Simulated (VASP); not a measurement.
# Sn2Ge (Fm-3m) in VASP: further runs

Runs on Sn2Ge. Level: PBEsol. Tasks: single point.

Program: VASP 6.6.1. These are calculated values, not measurements. Logs are shortened: lines on timing, memory, paths and dates and some standing lists are left out, and cuts for length are marked.

**1. The cell of the first run**

The structure is cubic, space group Fm-3m (No. 225). Conventional cell: a = 6.286 Å, b = 6.286 Å, c = 6.286 Å, α = 90.00°, β = 90.00°, γ = 90.00°. Sn (site symmetry -43m) has 4 Ge at 2.72 Å and 6 Sn at 3.14 Å within 3.6 Å. Ge (site symmetry m-3m) has 8 Sn at 2.72 Å within 3.6 Å.

**2. Single point, PBEsol**

Input file INCAR:

```
PREC = Accurate ; ENCUT = 520
EDIFF = 1E-7 ; ISMEAR = 0
SIGMA = 0.1 ; LREAL = F
LASPH = T ; NELM = 80
ALGO = Fast ; ISIF = 2
LWAVE = F ; LCHARG = F
GGA = PS ; NBANDS = 28
```

Input file KPOINTS:

```
regular mesh
0
Gamma
  6 6 6
```

Input file POSCAR:

```
Sn2Ge
1.0
    0.0000000000      3.1429694073      3.1429694073
    3.1429694073      0.0000000000      3.1429694073
    3.1429694073      3.1429694073      0.0000000000
Sn Ge
2 1
Direct
    0.7500000000      0.7500000000      0.7500000000
    0.2500000000      0.2500000000      0.2500000000
    0.0000000000      0.0000000000      0.0000000000
```

Potentials or basis: VASP PAW PBE potentials, release 64 (Sn_d, Ge_d).

Started as:

```sh
cat potpaw_PBE.64/Sn_d/POTCAR potpaw_PBE.64/Ge_d/POTCAR > POTCAR
mpirun -np 1 vasp_std > vasp.out
```

OUTCAR:

```text
PREC = Accurate
   ENCUT = 520
   EDIFF = 1E-7
   ISMEAR = 0
   LREAL = F
   LASPH = T
   NELM = 80
   ISIF = 2
   GGA = PS

 ion  position               nearest neighbor table
   1  0.750  0.750  0.750-   3 2.72   3 2.72   3 2.72   3 2.72   2 3.14   2 3.14   2 3.14   2 3.14
                             2 3.14   2 3.14
   2  0.250  0.250  0.250-   3 2.72   3 2.72   3 2.72   3 2.72   1 3.14   1 3.14   1 3.14   1 3.14
                             1 3.14   1 3.14
   3  0.000  0.000  0.000-   1 2.72   2 2.72   1 2.72   1 2.72   2 2.72   1 2.72   2 2.72   2 2.72

  LATTYP: Found a face centered cubic cell.
 ALAT       =     6.2859388146

  Lattice vectors:

 A1 = (   0.0000000000,   3.1429694073,   3.1429694073)
 A2 = (   3.1429694073,   0.0000000000,   3.1429694073)
 A3 = (   3.1429694073,   3.1429694073,   0.0000000000)

Analysis of symmetry for initial positions (statically):
=====================================================================
 Subroutine PRICEL returns:
 Original cell was already a primitive cell.

 Routine SETGRP: Setting up the symmetry group for a
 face centered cubic supercell.

 Subroutine GETGRP returns: Found 48 space group operations
 (whereof 48 operations were pure point group operations)
 out of a pool of 48 trial point group operations.

The static configuration has the point symmetry O_h .

Analysis of symmetry for dynamics (positions and initial velocities):
=====================================================================
 Subroutine PRICEL returns:
 Original cell was already a primitive cell.

 Routine SETGRP: Setting up the symmetry group for a
 face centered cubic supercell.

 Subroutine GETGRP returns: Found 48 space group operations
 (whereof 48 operations were pure point group operations)
 out of a pool of 48 trial point group operations.

The dynamic configuration has the point symmetry O_h .

 Subroutine INISYM returns: Found 48 space group operations
 (whereof 48 operations are pure point group operations),
 and found     1 'primitive' translations

----------------------------------------------------------------------------------------

                                     Primitive cell

  volume of cell :      62.0941

  direct lattice vectors                    reciprocal lattice vectors
     0.000000000  3.142969407  3.142969407    -0.159085226  0.159085226  0.159085226
     3.142969407  0.000000000  3.142969407     0.159085226 -0.159085226  0.159085226
     3.142969407  3.142969407  0.000000000     0.159085226  0.159085226 -0.159085226

  length of vectors
     4.444829962  4.444829962  4.444829962     0.275543695  0.275543695  0.275543695

  position of ions in fractional coordinates (direct lattice)
     0.750000000  0.750000000  0.750000000
     0.250000000  0.250000000  0.250000000
     0.000000000  0.000000000  0.000000000

  ion indices of the primitive-cell ions
   primitive index   ion index
                 1           1
                 2           2
                 3           3

----------------------------------------------------------------------------------------

 KPOINTS: regular mesh

Automatic generation of k-mesh.
 Grid dimensions read from file:
 generate k-points for:    6    6    6

 Generating k-lattice:

  Cartesian coordinates                     Fractional coordinates (reciprocal lattice)
    -0.026514204  0.026514204  0.026514204     0.166666667  0.000000000  0.000000000
     0.026514204 -0.026514204  0.026514204     0.000000000  0.166666667  0.000000000
     0.026514204  0.026514204 -0.026514204     0.000000000  0.000000000  0.166666667

  Length of vectors
     0.045923949  0.045923949  0.045923949

  Shift w.r.t. Gamma in fractional coordinates (k-lattice)
     0.000000000  0.000000000  0.000000000

 Subroutine IBZKPT returns following result:
 ===========================================

 Found     16 irreducible k-points:

 Following reciprocal coordinates:
            Coordinates               Weight
  0.000000  0.000000  0.000000      1.000000
  0.166667  0.000000  0.000000      8.000000
  0.333333  0.000000  0.000000      8.000000
  0.500000  0.000000  0.000000      4.000000
  0.166667  0.166667  0.000000      6.000000
  0.333333  0.166667  0.000000     24.000000
[... 8 lines left out ...]
 -0.333333  0.333333  0.166667     24.000000
 -0.333333  0.500000  0.166667     12.000000
   k-points           NKPTS =     16   k-points in BZ     NKDIM =     16   number of bands    NBANDS=     28
   number of dos      NEDOS =    301   number of ions     NIONS =      3
   total plane-waves  NPLWV =  46656
   dimension x,y,z NGX =    36 NGY =   36 NGZ =   36
   dimension x,y,z NGXF=    72 NGYF=   72 NGZF=   72
   ions per type =               2   1
   NGX,Y,Z   is equivalent  to a cutoff of  13.46, 13.46, 13.46 a.u.
   NGXF,Y,Z  is equivalent  to a cutoff of  26.93, 26.93, 26.93 a.u.
 SYSTEM =  unknown system
   PREC   = accura    normal or accurate (medium, high low for compatibility)
   ISTART =      0    job   : 0-new  1-cont  2-samecut
   ICHARG =      2    charge: 1-file 2-atom 10-const
   ISPIN  =      1    spin polarized calculation?
   LNONCOLLINEAR =      F non collinear calculations
   LSORBIT =      F    spin-orbit coupling
   LASPH  =      T    aspherical Exc in radial PAW
   ENCUT  =  520.0 eV  38.22 Ry    6.18 a.u.   8.26  8.26  8.26*2*pi/ulx,y,z
   NELM   =     80;   NELMIN=  2; NELMDL= -5     # of ELM steps
   EDIFF  = 0.1E-06   stopping-criterion for ELM
   LREAL  =      F    real-space projection
   EDIFFG = 0.1E-05   stopping-criterion for IOM
   NSW    =      0    number of steps for IOM
   IBRION =     -1    ionic relax: 0-MD 1-quasi-New 2-CG
   NFREE  =      0    steps in history (QN), initial steepest desc. (CG)
   ISIF   =      2    stress and relaxation
   ISYM   =      2    0-nonsym 1-usesym 2-fastsym
   POTIM  = 0.5000    time-step for ionic-motion
   TEBEG  =    0.0;   TEEND  =   0.0 temperature during run
   PSTRESS=    0.0 pullay stress
   NELECT =      42.0000    total number of electrons
   NUPDOWN=      -1.0000    fix difference up-down
   EMIN   =  10.00;   EMAX   =-10.00  energy-range for DOS
   EFERMI =   0.00;   METHOD = LEGACY
   ISMEAR =     0;   SIGMA  =   0.10  broadening in eV -4-tet -1-fermi 0-gaus
   EFERMI_NEDOS =   21; number of points for ismear=-14 and -15
   IALGO  =     68    algorithm
   IMIX   =      4    mixing-type and parameters
     AMIX     =   0.40;   BMIX     =  1.00
     AMIX_MAG =   1.60;   BMIX_MAG =  1.00
  volume/ion in A,a.u.               =      20.70       139.68
  Fermi-wavevector in a.u.,A,eV,Ry     =   1.437058  2.715647 28.097896  2.065137
  Thomas-Fermi vector in A             =   2.556178
   LORBIT       =      0    0 simple, 1 ext, 2 COOP (PROOUT), +10 PAW based schemes
   GGA     = PS    functional components
   LHFCALC =     F    Hartree Fock is set to
   AEXX    =    0.0000 exact exchange contribution
   IVDW    =     0    specifies the selected vdW correction
   LEPSILON=     F    determine dielectric tensor
   LRPA    =     F    only Hartree local field effects (RPA)
 non-spin polarized calculation
 RMM-DIIS sequential band-by-band and
 Gauss-broadening in eV      SIGMA  =   0.10
  energy-cutoff  :      520.00
  volume of cell :       62.09
 maximum number of plane-waves:      1687
 NGX is ok and might be reduce to    36
   NGX = 17   NGY = 17   NGZ = 17

 number of electron      41.9999985 magnetization

 Free energy of the ion-electron system (eV)
  ---------------------------------------------------
  ext. energy  EPLUGINS =         0.00000000
  ---------------------------------------------------
  free energy    TOTEN  =       -11.81739248 eV

  energy without entropy =      -11.79691892  energy(sigma->0) =      -11.80715570

 E-fermi :   9.4580     XC(G=0): -11.3975

 val. band max:        9.4340766954   @ k =   0.3333   0.0000   0.0000
 cond. band min:       9.7429308772   @ k =   0.1667   0.1667   0.0000
 fundamental gap:      0.3088541819
 Fermi energy:         9.4580345588

 k-point     1 :       0.0000    0.0000    0.0000
  band No.  band energies     occupation
      1     -15.0228      2.00000
      2     -15.0227      2.00000
      3     -15.0227      2.00000
      4     -14.9951      2.00000
      5     -14.9951      2.00000
      6     -12.0257      2.00000
[... 20 lines left out ...]
     27      13.7639      0.00000
     28      15.6396      0.00000

 k-point     2 :       0.1667    0.0000    0.0000
  band No.  band energies     occupation
      1     -15.0232      2.00000
      2     -15.0232      2.00000
      3     -15.0228      2.00000
      4     -14.9942      2.00000
      5     -14.9942      2.00000
      6     -11.9991      2.00000
[... 20 lines left out ...]
     27      13.6494      0.00000
     28      17.4144      0.00000

 k-point     3 :       0.3333    0.0000    0.0000
  band No.  band energies     occupation
      1     -15.0240      2.00000
      2     -15.0240      2.00000
      3     -15.0227      2.00000
      4     -14.9924      2.00000
      5     -14.9924      2.00000
      6     -11.9239      2.00000
[... 20 lines left out ...]
     27      16.6905      0.00000
     28      19.2352      0.00000

 k-point     4 :       0.5000    0.0000    0.0000
  band No.  band energies     occupation
      1     -15.0245      2.00000
      2     -15.0245      2.00000
      3     -15.0226      2.00000
      4     -14.9914      2.00000
      5     -14.9914      2.00000
      6     -11.8519      2.00000
[... 330 lines left out ...]
     27      17.1780      0.00000
     28      18.5394      0.00000

 k-point    15 :      -0.3333    0.3333    0.1667
  band No.  band energies     occupation
      1     -15.0246      2.00000
      2     -15.0242      2.00000
      3     -15.0236      2.00000
      4     -14.9917      2.00000
      5     -14.9896      2.00000
      6     -11.9168      2.00000
[... 20 lines left out ...]
     27      16.9290      0.00000
     28      18.9433      0.00000

 k-point    16 :      -0.3333    0.5000    0.1667
  band No.  band energies     occupation
      1     -15.0245      2.00000
      2     -15.0244      2.00000
      3     -15.0239      2.00000
      4     -14.9922      2.00000
      5     -14.9885      2.00000
      6     -11.9693      2.00000
[... 20 lines left out ...]
     27      17.1491      0.00000
     28      18.2313      0.00000

------------------------ aborting loop because EDIFF is reached ----------------------------------------

  FORCE on cell =-STRESS in cart. coord.  units (eV):
  Direction    XX          YY          ZZ          XY          YZ          ZX
  --------------------------------------------------------------------------------------
  -------------------------------------------------------------------------------------
  Total        9.4817551      9.4817551      9.4817551     -0.0000000      0.0000000      0.0000000
  in kB      244.6520504    244.6520504    244.6520504     -0.0000000      0.0000000      0.0000000
  external PRESSURE =     244.6520504 kB  Pullay stress =       0.0000000 kB

 VOLUME and BASIS-vectors are now :
 -----------------------------------------------------------------------------
  energy-cutoff  :      520.00
  volume of cell :       62.09
      direct lattice vectors                 reciprocal lattice vectors
     0.000000000  3.142969407  3.142969407    -0.159085226  0.159085226  0.159085226
     3.142969407  0.000000000  3.142969407     0.159085226 -0.159085226  0.159085226
     3.142969407  3.142969407  0.000000000     0.159085226  0.159085226 -0.159085226

 POSITION                                       TOTAL-FORCE (eV/Angst)
 -----------------------------------------------------------------------------------
      4.71445      4.71445      4.71445        -0.000000      0.000000      0.000000
      1.57148      1.57148      1.57148         0.000000     -0.000000     -0.000000
      0.00000      0.00000      0.00000         0.000000      0.000000     -0.000000
 -----------------------------------------------------------------------------------
    total drift:                                0.000000      0.000000      0.000000

  FREE ENERGIE OF THE ION-ELECTRON SYSTEM (eV)
  ---------------------------------------------------
  free  energy   TOTEN  =       -11.8173924833 eV

  energy  without entropy=      -11.7969189201  energy(sigma->0) =      -11.80715570
```

Wall time 93 s (1 thread of Intel Xeon 8259CL, shared host); peak memory 0.21 GiB.

Results:

```
Free energy            : -11.8174 eV
Pressure               : 24.5 GPa
Band gap on the k mesh : zero (bands 21 and 22 overlap by 2.93 eV)
```

Caveat: the cell stands under pressure; the PAW data sets were made with another functional, which shifts forces and pressure a little; spin-orbit coupling is left out, which moves the levels of the heavy elements.

**3. Single point, PBEsol**

This run uses another cell than the first one, of 26.97 Å³/atom.

Input file INCAR:

```
SYSTEM = Sn2Ge
PREC = Accurate
ENCUT = 520
EDIFF = 1E-6
ISMEAR = 0
SIGMA = 0.1
LREAL = .False.
LASPH = .True.
NELM = 100
ALGO = Fast
ISIF = 2
LWAVE = .False.
LCHARG = .False.
GGA = PS
NBANDS = 28
```

Input file KPOINTS:

```
regular mesh
0
Gamma
  6 6 6
  0 0 0
```

Input file POSCAR:

```
Sn2Ge
1.0
    0.0000000000      3.4327523668      3.4327523668
    3.4327523668      0.0000000000      3.4327523668
    3.4327523668      3.4327523668      0.0000000000
Sn Ge
2 1
Direct
    0.7500000000      0.7500000000      0.7500000000
    0.2500000000      0.2500000000      0.2500000000
    0.0000000000      0.0000000000      0.0000000000
```

Potentials or basis: VASP PAW PBE potentials, release 64 (Sn_d, Ge_d).

Started as:

```sh
cat potpaw_PBE.64/Sn_d/POTCAR potpaw_PBE.64/Ge_d/POTCAR > POTCAR
mpirun -np 1 vasp_std > vasp.out
```

Wall time 78 s (1 thread of Intel Xeon 8259CL, shared host); peak memory 0.22 GiB.

It converged, with:

```
Free energy            : -12.9557 eV
Pressure               : 0.0 GPa
Band gap on the k mesh : zero (bands 21 and 22 overlap by 1.73 eV)
```

Levels at points of the mesh, in eV from the Fermi level:
| k point | band 17 | band 18 | band 19 | band 20 | band 21 | band 22 | band 23 | band 24 | band 25 | band 26 |
| --- | --- | --- | --- | --- | --- | --- | --- | --- | --- | --- |
| (0.00, 0.00, 0.00) | -3.57 | -3.29 | -0.85 | -0.85 | -0.85 | -0.78 | -0.78 | -0.78 | 3.81 | 3.81 |
| (0.50, 0.00, 0.00) | -8.06 | -4.61 | -2.16 | -2.16 | 0.01 | 0.01 | 0.36 | 4.02 | 4.76 | 5.00 |
| (0.50, 0.50, 0.00) | -8.23 | -5.75 | -3.79 | -3.79 | -1.27 | 4.02 | 4.43 | 4.43 | 5.31 | 5.31 |

Caveat: the PAW data sets were made with another functional, which shifts forces and pressure a little; spin-orbit coupling is left out, which moves the levels of the heavy elements.
